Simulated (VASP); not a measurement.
Wanted: the native input for a VASP 6.6.1 run.

* Task: single point
* Functional: PBEsol
* Potentials or basis: VASP PAW PBE potentials, release 64 (La)
* Cutoff: 520 eV
* k mesh: 8 × 8 × 5
* Occupations: fermi-dirac, width 0.05 eV
* Spin: no spin polarisation
* Dipole correction: no
* Further INCAR settings: ALGO = Normal; EDIFF = 1e-07; NBANDS = 18

The structure of La lies in POSCAR:

```
La
1.0
    3.5591974242      0.0000000000      0.0000000000
   -1.7795987121      3.0823553865      0.0000000000
    0.0000000000      0.0000000000      5.8506348281
La
2
Direct
    0.6666666667      0.3333333333      0.7500000000
    0.3333333333      0.6666666667      0.2500000000
```

The input as run:

INCAR

```
PREC = Accurate
ENCUT = 520
EDIFF = 1E-7
ISMEAR = -1
SIGMA = 0.05
LREAL = F
LASPH = T
NELM = 80
ALGO = Normal
ISIF = 2
LWAVE = F
LCHARG = F
GGA = PS
NBANDS = 18
```

KPOINTS

```
Automatic mesh
0
Gamma
  8 8 5
```

Potentials or basis: VASP PAW PBE potentials, release 64 (La).

Command:

```bash
$ cat potpaw_PBE.64/La/POTCAR > POTCAR
$ mpirun -np 1 vasp_std > vasp.out
```

Results of the run:

| Property | Result |
| --- | --- |
| Pressure | 2.1 GPa |
| Band gap on the k mesh | zero (band 11 reaches 10.27 eV, above the bottom of band 12 at 8.78 eV) |

Caveat: the PAW data sets were made with another functional, which shifts forces and pressure a little; spin-orbit coupling is left out, which moves the levels of the heavy elements.

Wall time 66 s on 1 thread of Intel(R) Xeon(R) Platinum 8259CL CPU @ 2.50GHz (Skylake/Cascade Lake), on a shared host, peak memory 0.2 GiB.
